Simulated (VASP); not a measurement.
# ZrAl3C3 (P6/mmm) in VASP: a series of runs

The runs below take ZrAl3C3 through single point, with PBE.

Everything below comes from runs of VASP 6.6.1. Logs are shortened: lines on timing, memory, paths and dates and some standing lists are left out, and cuts for length are marked.

**1. The cell of the first run**

The structure is hexagonal, space group P6/mmm (No. 191). The conventional cell has a = 4.913 Å, b = 4.913 Å, c = 4.900 Å, α = 90.00°, β = 90.00°, γ = 120.00°. Within 3.2 Å of Zr (site symmetry 6/mmm) lie 2 Al at 2.45 Å. Within 3.2 Å of Al (site symmetry 6/mmm) lie 2 Zr at 2.45 Å and 6 C at 2.46 Å and 6 Al at 2.84 Å. Within 1.9 Å of Al (site symmetry -6m2) lie 3 C at 1.42 Å. C (site symmetry mmm) has 2 Al at 1.42 Å within 1.9 Å.

**2. Single point, PBE**

INCAR

```
ALGO = Normal ; EDIFF = 1E-6
ENCUT = 520 ; GGA = PE
ISIF = 2 ; ISMEAR = 0
LASPH = T ; LCHARG = F
LREAL = F ; LWAVE = F
NBANDS = 26 ; NELM = 100
PREC = Accurate ; SIGMA = 0.1
```

KPOINTS

```
k-points
0
Gamma
  6 6 4
```

POSCAR

```
ZrAl3C3
1.0
    4.9127808800      0.0000000000      0.0000000000
   -2.4563904400      4.2545930500      0.0000000000
    0.0000000000      0.0000000000      4.9004351200
Zr Al C
1 3 3
Direct
    0.0000000000      0.0000000000      0.0000000000
    0.0000000000      0.0000000000      0.5000000000
    0.3333333300      0.6666666700      0.5000000000
    0.6666666700      0.3333333300      0.5000000000
    0.5000000000      0.0000000000      0.5000000000
    0.0000000000      0.5000000000      0.5000000000
    0.5000000000      0.5000000000      0.5000000000
```

Potentials or basis: VASP PAW PBE potentials, release 64 (Zr_sv, Al, C).

Run with:

```bash
$ cat potpaw_PBE.64/Zr_sv/POTCAR potpaw_PBE.64/Al/POTCAR potpaw_PBE.64/C/POTCAR > POTCAR
$ mpirun -np 1 vasp_std > vasp.out
```

OUTCAR:

```text
EDIFF = 1E-6
   ENCUT = 520
   GGA = PE
   ISIF = 2
   ISMEAR = 0
   LASPH = T
   LREAL = F
   NELM = 100
   PREC = Accurate

 ion  position               nearest neighbor table
   1  0.000  0.000  0.000-   2 2.45   2 2.45
   2  0.000  0.000  0.500-   1 2.45   1 2.45   5 2.46   5 2.46   6 2.46   6 2.46   7 2.46   7 2.46
                             4 2.84   3 2.84   4 2.84   3 2.84   3 2.84   4 2.84
   3  0.333  0.667  0.500-   6 1.42   5 1.42   7 1.42   2 2.84   4 2.84   4 2.84   2 2.84   2 2.84
                             4 2.84
   4  0.667  0.333  0.500-   6 1.42   5 1.42   7 1.42   2 2.84   3 2.84   3 2.84   2 2.84   2 2.84
                             3 2.84
   5  0.500  0.000  0.500-   3 1.42   4 1.42   2 2.46   2 2.46
   6  0.000  0.500  0.500-   3 1.42   4 1.42   2 2.46   2 2.46
   7  0.500  0.500  0.500-   3 1.42   4 1.42   2 2.46   2 2.46

  LATTYP: Found a hexagonal cell.
 ALAT       =     4.9127808800
 C/A-ratio  =     0.9974870119

  Lattice vectors:

 A1 = (   4.9127808800,   0.0000000000,   0.0000000000)
 A2 = (  -2.4563904400,   4.2545930500,   0.0000000000)
 A3 = (   0.0000000000,   0.0000000000,   4.9004351200)

Analysis of symmetry for initial positions (statically):
=====================================================================
 Subroutine PRICEL returns:
 Original cell was already a primitive cell.

 Routine SETGRP: Setting up the symmetry group for a
 hexagonal supercell.

 Subroutine GETGRP returns: Found 24 space group operations
 (whereof 24 operations were pure point group operations)
 out of a pool of 24 trial point group operations.

The static configuration has the point symmetry D_6h.

Analysis of symmetry for dynamics (positions and initial velocities):
=====================================================================
 Subroutine PRICEL returns:
 Original cell was already a primitive cell.

 Routine SETGRP: Setting up the symmetry group for a
 hexagonal supercell.

 Subroutine GETGRP returns: Found 24 space group operations
 (whereof 24 operations were pure point group operations)
 out of a pool of 24 trial point group operations.

The dynamic configuration has the point symmetry D_6h.

 Subroutine INISYM returns: Found 24 space group operations
 (whereof 24 operations are pure point group operations),
 and found     1 'primitive' translations

----------------------------------------------------------------------------------------

                                     Primitive cell

  volume of cell :     102.4283

  direct lattice vectors                    reciprocal lattice vectors
     4.912780880  0.000000000  0.000000000     0.203550703  0.117520053  0.000000000
    -2.456390440  4.254593050  0.000000000     0.000000000  0.235040106  0.000000000
     0.000000000  0.000000000  4.900435120     0.000000000  0.000000000  0.204063512

  length of vectors
     4.912780880  4.912780884  4.900435120     0.235040106  0.235040106  0.204063512

  position of ions in fractional coordinates (direct lattice)
     0.000000000  0.000000000  0.000000000
     0.000000000  0.000000000  0.500000000
     0.333333330  0.666666670  0.500000000
     0.666666670  0.333333330  0.500000000
     0.500000000  0.000000000  0.500000000
     0.000000000  0.500000000  0.500000000
     0.500000000  0.500000000  0.500000000

  ion indices of the primitive-cell ions
   primitive index   ion index
                 1           1
                 2           2
                 3           3
                 4           4
                 5           5
                 6           6
                 7           7

----------------------------------------------------------------------------------------

 KPOINTS: k-points

Automatic generation of k-mesh.
 Grid dimensions read from file:
 generate k-points for:    6    6    4

 Generating k-lattice:

  Cartesian coordinates                     Fractional coordinates (reciprocal lattice)
     0.033925117  0.019586675  0.000000000     0.166666667  0.000000000  0.000000000
     0.000000000  0.039173351  0.000000000     0.000000000  0.166666667  0.000000000
     0.000000000  0.000000000  0.051015878     0.000000000  0.000000000  0.250000000

  Length of vectors
     0.039173351  0.039173351  0.051015878

  Shift w.r.t. Gamma in fractional coordinates (k-lattice)
     0.000000000  0.000000000  0.000000000

 Subroutine IBZKPT returns following result:
 ===========================================

 Found     21 irreducible k-points:

 Following reciprocal coordinates:
            Coordinates               Weight
  0.000000  0.000000  0.000000      1.000000
  0.166667 -0.000000  0.000000      6.000000
  0.333333  0.000000  0.000000      6.000000
  0.500000 -0.000000  0.000000      3.000000
  0.166667  0.166667  0.000000      6.000000
  0.333333  0.166667  0.000000     12.000000
[... 13 lines left out ...]
  0.333333  0.166667  0.500000     12.000000
  0.333333  0.333333  0.500000      2.000000
   k-points           NKPTS =     21   k-points in BZ     NKDIM =     21   number of bands    NBANDS=     26
   number of dos      NEDOS =    301   number of ions     NIONS =      7
   total plane-waves  NPLWV =  57600
   dimension x,y,z NGX =    40 NGY =   40 NGZ =   36
   dimension x,y,z NGXF=    80 NGYF=   80 NGZF=   72
   ions per type =               1   3   3
   NGX,Y,Z   is equivalent  to a cutoff of  13.54, 13.54, 12.21 a.u.
   NGXF,Y,Z  is equivalent  to a cutoff of  27.07, 27.07, 24.43 a.u.
 SYSTEM =  unknown system
   PREC   = accura    normal or accurate (medium, high low for compatibility)
   ISTART =      0    job   : 0-new  1-cont  2-samecut
   ICHARG =      2    charge: 1-file 2-atom 10-const
   ISPIN  =      1    spin polarized calculation?
   LNONCOLLINEAR =      F non collinear calculations
   LSORBIT =      F    spin-orbit coupling
   LASPH  =      T    aspherical Exc in radial PAW
   ENCUT  =  520.0 eV  38.22 Ry    6.18 a.u.   9.13  9.13  9.11*2*pi/ulx,y,z
   NELM   =    100;   NELMIN=  2; NELMDL= -5     # of ELM steps
   EDIFF  = 0.1E-05   stopping-criterion for ELM
   LREAL  =      F    real-space projection
   EDIFFG = 0.1E-04   stopping-criterion for IOM
   NSW    =      0    number of steps for IOM
   IBRION =     -1    ionic relax: 0-MD 1-quasi-New 2-CG
   NFREE  =      0    steps in history (QN), initial steepest desc. (CG)
   ISIF   =      2    stress and relaxation
   ISYM   =      2    0-nonsym 1-usesym 2-fastsym
   POTIM  = 0.5000    time-step for ionic-motion
   TEBEG  =    0.0;   TEEND  =   0.0 temperature during run
   PSTRESS=    0.0 pullay stress
   NELECT =      33.0000    total number of electrons
   NUPDOWN=      -1.0000    fix difference up-down
   EMIN   =  10.00;   EMAX   =-10.00  energy-range for DOS
   EFERMI =   0.00;   METHOD = LEGACY
   ISMEAR =     0;   SIGMA  =   0.10  broadening in eV -4-tet -1-fermi 0-gaus
   EFERMI_NEDOS =   21; number of points for ismear=-14 and -15
   IALGO  =     38    algorithm
   IMIX   =      4    mixing-type and parameters
     AMIX     =   0.40;   BMIX     =  1.00
     AMIX_MAG =   1.60;   BMIX_MAG =  1.00
  volume/ion in A,a.u.               =      14.63        98.75
  Fermi-wavevector in a.u.,A,eV,Ry     =   1.122293  2.120826 17.137093  1.259541
  Thomas-Fermi vector in A             =   2.258952
   LORBIT       =      0    0 simple, 1 ext, 2 COOP (PROOUT), +10 PAW based schemes
   GGA     = PE    functional components
   LHFCALC =     F    Hartree Fock is set to
   AEXX    =    0.0000 exact exchange contribution
   IVDW    =     0    specifies the selected vdW correction
   LEPSILON=     F    determine dielectric tensor
   LRPA    =     F    only Hartree local field effects (RPA)
 non-spin polarized calculation
 Gauss-broadening in eV      SIGMA  =   0.10
  energy-cutoff  :      520.00
  volume of cell :      102.43
 maximum number of plane-waves:      2778
 NGX is ok and might be reduce to    40
   NGX = 19   NGY = 19   NGZ = 19

 number of electron      33.0000000 magnetization

 Free energy of the ion-electron system (eV)
  ---------------------------------------------------
  ext. energy  EPLUGINS =         0.00000000
  ---------------------------------------------------
  free energy    TOTEN  =        -8.38962356 eV

  energy without entropy =       -8.35783191  energy(sigma->0) =       -8.37372773

 E-fermi :   6.2661     XC(G=0):  -9.7741

 val. band max:        6.2633611327   @ k =   0.1667   0.1667   0.2500
 cond. band min:       6.2668812297   @ k =   0.1667   0.1667   0.0000
 fundamental gap:      0.0035200970
 Fermi energy:         6.2661285052

 k-point     1 :       0.0000    0.0000    0.0000
  band No.  band energies     occupation
      1     -43.8895      2.00000
      2     -22.0533      2.00000
      3     -22.0533      2.00000
      4     -21.7062      2.00000
      5      -7.5528      2.00000
      6      -3.0967      2.00000
[... 18 lines left out ...]
     25      11.7216      0.00000
     26      12.7995      0.00000

 k-point     2 :       0.1667   -0.0000    0.0000
  band No.  band energies     occupation
      1     -43.8894      2.00000
      2     -22.0546      2.00000
      3     -22.0536      2.00000
      4     -21.7060      2.00000
      5      -7.3780      2.00000
      6      -3.6979      2.00000
[... 18 lines left out ...]
     25      12.0146      0.00000
     26      12.1828      0.00000

 k-point     3 :       0.3333    0.0000    0.0000
  band No.  band energies     occupation
      1     -43.8894      2.00000
      2     -22.0572      2.00000
      3     -22.0543      2.00000
      4     -21.7056      2.00000
      5      -6.8796      2.00000
      6      -4.7905      2.00000
[... 485 lines left out ...]
 k-point    20 :       0.3333    0.1667    0.5000
  band No.  band energies     occupation
      1     -43.8885      2.00000
      2     -22.0574      2.00000
      3     -22.0550      2.00000
      4     -21.7240      2.00000
      5      -6.3978      2.00000
      6      -5.2657      2.00000
[... 18 lines left out ...]
     25      11.5160      0.00000
     26      12.6028      0.00000

 k-point    21 :       0.3333    0.3333    0.5000
  band No.  band energies     occupation
      1     -43.8885      2.00000
      2     -22.0566      2.00000
      3     -22.0566      2.00000
      4     -21.7239      2.00000
      5      -5.8296      2.00000
      6      -5.8296      2.00000
[... 18 lines left out ...]
     25      10.9206      0.00000
     26      13.7723      0.00000

------------------------ aborting loop because EDIFF is reached ----------------------------------------

  FORCE on cell =-STRESS in cart. coord.  units (eV):
  Direction    XX          YY          ZZ          XY          YZ          ZX
  --------------------------------------------------------------------------------------
  -------------------------------------------------------------------------------------
  Total      109.1363786    109.1363789      4.9330930      0.0000000     -0.0000000      0.0000000
  in kB     1707.1043032   1707.1043070     77.1631275      0.0000000     -0.0000000      0.0000000
  external PRESSURE =    1163.7905793 kB  Pullay stress =       0.0000000 kB

 VOLUME and BASIS-vectors are now :
 -----------------------------------------------------------------------------
  energy-cutoff  :      520.00
  volume of cell :      102.43
      direct lattice vectors                 reciprocal lattice vectors
     4.912780880  0.000000000  0.000000000     0.203550703  0.117520053  0.000000000
    -2.456390440  4.254593050  0.000000000     0.000000000  0.235040106  0.000000000
     0.000000000  0.000000000  4.900435120     0.000000000  0.000000000  0.204063512

 POSITION                                       TOTAL-FORCE (eV/Angst)
 -----------------------------------------------------------------------------------
      0.00000      0.00000      0.00000         0.000000      0.000000      0.000000
      0.00000      0.00000      2.45022         0.000000      0.000000      0.000000
     -0.00000      2.83640      2.45022         0.000000     -0.000000      0.000000
      2.45639      1.41820      2.45022        -0.000000      0.000000      0.000000
      2.45639      0.00000      2.45022         0.000000      0.000000      0.000000
     -1.22820      2.12730      2.45022         0.000000      0.000000      0.000000
      1.22820      2.12730      2.45022         0.000000      0.000000      0.000000
 -----------------------------------------------------------------------------------
    total drift:                               -0.000000      0.000000     -0.000000

  FREE ENERGIE OF THE ION-ELECTRON SYSTEM (eV)
  ---------------------------------------------------
  free  energy   TOTEN  =        -8.3896235602 eV

  energy  without entropy=       -8.3578319054  energy(sigma->0) =       -8.37372773
```

Run time: 2 min. Hardware: 1 thread of AMD EPYC 7R13 (Zen 3), shared host; peak memory 0.21 GiB.

Results:

```
Free energy : -8.3896 eV
Pressure    : 116.4 GPa
```

**3. Single point, PBE, collinear spin, ferromagnetic start**

This run uses another cell than the first one, of 26.00 Å³/atom, 1.777 times its volume.

INCAR

```
PREC = Accurate ; ENCUT = 520
EDIFF = 1E-6 ; ISMEAR = 0
SIGMA = 0.1 ; LREAL = False
LASPH = True ; NELM = 150
ALGO = Normal ; ISIF = 2
LWAVE = False ; LCHARG = False
ISPIN = 2 ; MAGMOM = 1 0 0 0 0 0 0
LORBIT = 11 ; LMAXMIX = 4
GGA = PE ; NBANDS = 30
```

KPOINTS

```
Automatic mesh
0
Gamma
  3 3 4
```

POSCAR

```
ZrAl3C3
1.0
    6.3873495795      0.0000000000      0.0000000000
   -3.1936747898      5.5316069987      0.0000000000
    0.0000000000      0.0000000000      5.1520357284
Zr Al C
1 3 3
Direct
    0.0000000000      0.0000000000      0.0000000000
    0.0000000000      0.0000000000      0.5000000000
    0.3333333333      0.6666666667      0.5000000000
    0.6666666667      0.3333333333      0.5000000000
    0.5000000000      0.0000000000      0.5000000000
    0.0000000000      0.5000000000      0.5000000000
    0.5000000000      0.5000000000      0.5000000000
```

Potentials or basis: VASP PAW PBE potentials, release 64 (Zr_sv, Al, C).

Run with:

```bash
$ cat potpaw_PBE.64/Zr_sv/POTCAR potpaw_PBE.64/Al/POTCAR potpaw_PBE.64/C/POTCAR > POTCAR
$ mpirun -np 1 vasp_std > vasp.out
```

OUTCAR:

```text
PREC = Accurate
   ENCUT = 520
   EDIFF = 1E-6
   ISMEAR = 0
   LREAL = False
   LASPH = True
   NELM = 150
   ISIF = 2
   ISPIN = 2
   LORBIT = 11
   GGA = PE

 ion  position               nearest neighbor table
   1  0.000  0.000  0.000-   2 2.58   2 2.58
   2  0.000  0.000  0.500-   1 2.58   1 2.58
   3  0.333  0.667  0.500-   6 1.84   5 1.84   7 1.84
   4  0.667  0.333  0.500-   6 1.84   5 1.84   7 1.84
   5  0.500  0.000  0.500-   3 1.84   4 1.84
   6  0.000  0.500  0.500-   3 1.84   4 1.84
   7  0.500  0.500  0.500-   3 1.84   4 1.84

  LATTYP: Found a hexagonal cell.
 ALAT       =     6.3873495795
 C/A-ratio  =     0.8065999307

[... 781 lines left out ...]
      0.00000      0.00000      0.00000         0.000000      0.000000      0.000000
      0.00000      0.00000      2.57602         0.000000      0.000000      0.000000
     -0.00000      3.68774      2.57602         0.000000     -0.000000     -0.000000
      3.19367      1.84387      2.57602        -0.000000      0.000000      0.000000
      3.19367      0.00000      2.57602        -0.000000      0.000000      0.000000
     -1.59684      2.76580      2.57602        -0.000000      0.000000      0.000000
      1.59684      2.76580      2.57602        -0.000000      0.000000      0.000000
 -----------------------------------------------------------------------------------
    total drift:                                0.000000     -0.000000     -0.000000

  FREE ENERGIE OF THE ION-ELECTRON SYSTEM (eV)
  ---------------------------------------------------
  free  energy   TOTEN  =       -33.1733456434 eV

  energy  without entropy=      -33.1541810165  energy(sigma->0) =      -33.16376333

 total charge

# of ion       s       p       d       tot
------------------------------------------
    1        2.151   5.903   1.690   9.744
    2        0.511   0.278   0.000   0.789
    3        0.425   0.497   0.000   0.922
    4        0.425   0.497   0.000   0.922
    5        0.940   1.361   0.000   2.301
    6        0.940   1.361   0.000   2.301
    7        0.940   1.361   0.000   2.301
--------------------------------------------------
tot          6.332  11.259   1.690  19.281

 magnetization (x)

# of ion       s       p       d       tot
------------------------------------------
    1        0.024   0.013   0.824   0.861
    2       -0.005   0.043   0.000   0.038
    3        0.004   0.003   0.000   0.006
    4        0.004   0.003   0.000   0.006
    5       -0.007  -0.200   0.000  -0.207
    6       -0.007  -0.200   0.000  -0.207
    7       -0.007  -0.200   0.000  -0.207
--------------------------------------------------
tot          0.005  -0.539   0.824   0.291
```

stdout:

```text
POSCAR found type information on POSCAR ZrAlC
 POSCAR found :  3 types and       7 ions
 scaLAPACK will be used
 LDA part: xc-table for (Slater+PW92), standard interpolation
 POSCAR, INCAR and KPOINTS ok, starting setup
 FFT: planning ... GRIDC
 FFT: planning ... GRID_SOFT
 FFT: planning ... GRID
 WAVECAR not read
 entering main loop
```

Wall time 7.3 min (1 thread of AMD EPYC 7R13 (Zen 3), shared host); peak memory 0.36 GiB.

Results:

| Item | Value |
| --- | --- |
| Free energy | -33.1733 eV |
| Pressure | 0.5 GPa |
| Net moment | 0.19 μB per cell |
| Site moments | Zr +0.86; Al +0.04, +0.01; C -0.21 μB |
| Valence electrons inside the program's atomic spheres | Zr 9.74; Al 0.79, 0.92; C 2.30 |

Stress tensor (GPa, compression positive):
```
0.29 0.00 0.00
0.00 0.29 0.00
0.00 0.00 0.87
```

Caveat: the k points lie up to 0.38 Å⁻¹ apart.
